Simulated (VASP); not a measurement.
The system is SnO.

```
CELL_PARAMETERS angstrom
3.10341 0.00000 0.00000
0.00000 3.10341 0.00000
0.00000 0.00000 3.10341
ATOMIC_POSITIONS crystal
Sn 0.00000 0.00000 0.00000
O 0.50000 0.50000 0.50000
```

Base run:

| Item | Value |
| --- | --- |
| Program | VASP 6.6.1 |
| Functional | r2SCAN |
| Potentials or basis | VASP PAW PBE potentials, release 64 (Sn_d, O) |
| Cutoff | 520 eV |
| k mesh | 6 × 6 × 6 |
| Occupations | fermi-dirac, width 0.02 eV |
| Spin | no spin polarisation |

Its results: band gap on the k mesh 0.35 eV, indirect (least direct gap 1.02 eV); pressure 0.3 GPa.

Task: The run is repeated on the same cell with these changes: functional from r2SCAN to PBE; k mesh from 6 × 6 × 6 to 8 × 8 × 8. What comes out?

Result: Band gap on the k mesh zero (band 10 reaches 8.51 eV, above the bottom of band 11 at 8.38 eV); pressure 2.9 GPa.

Several settings changed at once, so the effect can't be laid on one alone.

Caveats: spin-orbit coupling is left out, which moves the levels of the heavy elements; the PAW data sets were made with another functional, which shifts forces and pressure a little (some runs).

A k mesh can miss the band edges.
